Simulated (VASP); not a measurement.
The system is Si3N4.

```
Si N
1.0
     4.13078    0.00000    0.00000
     0.00000    4.13078    0.00000
     0.00000    0.00000    4.13078
Si N
3 4
Direct
  0.00000 0.00000 0.50000
  0.50000 0.00000 0.00000
  0.00000 0.50000 0.00000
  0.23952 0.23952 0.76048
  0.76048 0.76048 0.76048
  0.23952 0.76048 0.23952
  0.76048 0.23952 0.23952
```

| Property | Result |
| --- | --- |
| Program | VASP 6.6.1 |
| Task | relaxation of cell and atoms |
| Functional | r2SCAN |
| Dispersion | D3(BJ) |
| Potentials or basis | VASP PAW PBE potentials, release 64 (Si, N) |
| Cutoff | 600 eV |
| k mesh | 7 × 7 × 7 |
| Occupations | fermi-dirac, width 0.05 eV |
| Spin | no spin polarisation |

At the start: pressure -7.8 GPa; volume 10.07 Å³/atom.

Q: Where does the relaxation end?

A: Over 6 steps the energy falls by 7.6 meV/atom and the volume is 9.76 Å³/atom (-3.0 %); space group P-43m (No. 215, to 0.05 Å).

Step by step:
```
step  energy change (eV)  largest force (eV/Å)  pressure (GPa)  volume (Å³)
   1              0.0000                0.2958           -7.77        70.48
   2              0.0740                0.7310           13.22        65.62
   3             -0.0526                0.0790           -0.26        68.52
   4             -0.0526                0.0868           -0.11        68.48
   5             -0.0534                0.0221            0.02        68.37
   6             -0.0534                0.0028            0.05        68.34
```

Final structure:
```xyz
7
Lattice="4.0885 0.0000 0.0000 0.0000 4.0885 0.0000 0.0000 0.0000 4.0885" Properties=species:S:1:pos:R:3 pbc="T T T"
Si    0.0000    4.0885    2.0442
Si    2.0442    4.0885    0.0000
Si    0.0000    2.0442    0.0000
N     0.9787    0.9787    3.1097
N     3.1097    3.1097    3.1097
N     0.9787    3.1097    0.9787
N     3.1097    0.9787    0.9787
```

Caveat: the PAW data sets were made with another functional, which shifts forces and pressure a little.
